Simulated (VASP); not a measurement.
Set up this calculation in VASP 6.6.1, as the native input.

- Task: single point
- Functional: r2SCAN
- Potentials or basis: VASP PAW PBE potentials, release 64 (Cu, Mg, C, O)
- Cutoff: 520 eV
- k mesh: 6 × 6 × 6
- Occupations: fermi-dirac, width 0.1 eV
- Spin: no spin polarisation
- Dipole correction: no
- Further INCAR settings: ALGO = Normal; EDIFF = 1e-07; NBANDS = 40

MgCuC2O6:

```
CELL_PARAMETERS angstrom
2.27352 3.93786 0.00000
-2.27352 3.93786 0.00000
0.00000 -2.62524 4.96270
ATOMIC_POSITIONS crystal
Cu 0.00000 0.00000 0.00000
Mg 0.50000 0.50000 0.50000
C 0.24350 0.24350 0.73050
C 0.75650 0.75650 0.26950
O 0.76180 0.76620 0.83670
O 0.30870 0.76180 0.83670
O 0.76620 0.30870 0.83670
O 0.23820 0.23380 0.16330
O 0.69130 0.23820 0.16330
O 0.23380 0.69130 0.16330
```

The input as run:

POSCAR

```
MgCuC2O6
1.0
    2.2735232900      3.9378555400      0.0000000000
   -2.2735232900      3.9378555400      0.0000000000
    0.0000000000     -2.6252370300      4.9626969100
Cu Mg C O
1 1 2 6
Direct
    0.0000000000      0.0000000000      0.0000000000
    0.5000000000      0.5000000000      0.5000000000
    0.2435000000      0.2435000000      0.7305000000
    0.7565000000      0.7565000000      0.2695000000
    0.7618000000      0.7662000000      0.8367000000
    0.3087000000      0.7618000000      0.8367000000
    0.7662000000      0.3087000000      0.8367000000
    0.2382000000      0.2338000000      0.1633000000
    0.6913000000      0.2382000000      0.1633000000
    0.2338000000      0.6913000000      0.1633000000
```

INCAR.step1

```
SYSTEM = MgCuC2O6
ALGO = Normal ; EDIFF = 1E-4
ENCUT = 520 ; GGA = PE
ISMEAR = -1 ; LASPH = .True.
LCHARG = .False. ; LREAL = .False.
LWAVE = .True. ; NBANDS = 40
NELM = 100 ; PREC = Accurate
SIGMA = 0.1
```

INCAR.step2

```
SYSTEM = MgCuC2O6
ALGO = Normal ; EDIFF = 1E-7
ENCUT = 520 ; ISIF = 2
ISMEAR = -1 ; ISTART = 1
LASPH = .True. ; LCHARG = .False.
LMIXTAU = .True. ; LREAL = .False.
LWAVE = .False. ; METAGGA = R2SCAN
NBANDS = 40 ; NELM = 100
PREC = Accurate ; SIGMA = 0.1
```

KPOINTS

```
k-points
0
Gamma
  6 6 6
  0 0 0
```

Potentials or basis: VASP PAW PBE potentials, release 64 (Cu, Mg, C, O).

Launch:

```sh
$ cat potpaw_PBE.64/Cu/POTCAR potpaw_PBE.64/Mg/POTCAR potpaw_PBE.64/C/POTCAR potpaw_PBE.64/O/POTCAR > POTCAR
$ cp INCAR.step1 INCAR
$ mpirun -np 1 vasp_std > vasp.out
$ cp INCAR.step2 INCAR
$ mpirun -np 1 vasp_std > vasp.out
```

It gave:

```json
{
 "Pressure": "44.5 GPa",
 "Largest force": "5.098 eV/Å",
 "Band gap on the k mesh": "zero (an odd number of electrons rules out a gap without spin polarisation)"
}
```

Caveat: the cell stands under pressure; the PAW data sets were made with another functional, which shifts forces and pressure a little; an odd number of electrons without spin polarisation forces a metal; a magnetic or distorted state may lie lower; semilocal functionals often make such compounds metallic where correlation or magnetic order opens a gap, which also shifts bond lengths.

Wall time 9.1 min on 1 thread of Intel(R) Xeon(R) Platinum 8488C (Sapphire Rapids), on a shared host, peak memory 0.32 GiB.
